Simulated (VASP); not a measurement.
CaPd4, 5 atoms in the cell. Symmetry: Pm-3m, No. 221, cubic system. The conventional cell has a = 4.828 Å, b = 4.828 Å, c = 4.828 Å, α = 90.00°, β = 90.00°, γ = 90.00°. Ca (site symmetry m-3m) has 6 Pd at 2.41 Å within 3.2 Å. Within 3.2 Å of Pd (site symmetry 4/mmm) lie 2 Ca at 2.41 Å. Pd (site symmetry m-3m) has 12 Pd at 3.41 Å and 8 Ca at 4.18 Å within 4.5 Å. The cell was built from a structure type or drawn by symmetry, and may not be a known phase.

- Program: VASP 6.6.1
- Task: relaxation of cell and atoms
- Functional: PBE
- Potentials or basis: VASP PAW PBE potentials, release 64 (Ca_sv, Pd)
- Cutoff: 600 eV
- k mesh: 8 × 8 × 8
- Occupations: gaussian, width 0.1 eV
- Spin: no spin polarisation
- Dipole correction: no
- Further INCAR settings: ALGO = Fast; EDIFF = 1e-06; IBRION = 2; EDIFFG = -0.01; NSW = 100; ISIF = 3

Potentials or basis: VASP PAW PBE potentials, release 64 (Ca_sv, Pd).

Launch:

```bash
$ cat potpaw_PBE.64/Ca_sv/POTCAR potpaw_PBE.64/Pd/POTCAR > POTCAR
$ mpirun -np 1 vasp_std > vasp.out
```

Hardware: 1 thread of Intel(R) Xeon(R) Platinum 8488C (Sapphire Rapids), on a shared host.

Question: How long does it take, and how much memory?

Answer: Wall time 2.5 min on 1 thread of Intel(R) Xeon(R) Platinum 8488C (Sapphire Rapids), with other jobs on the host, peak memory 0.32 GiB. Counts: scf iterations 26, k points 35, ion steps 2.
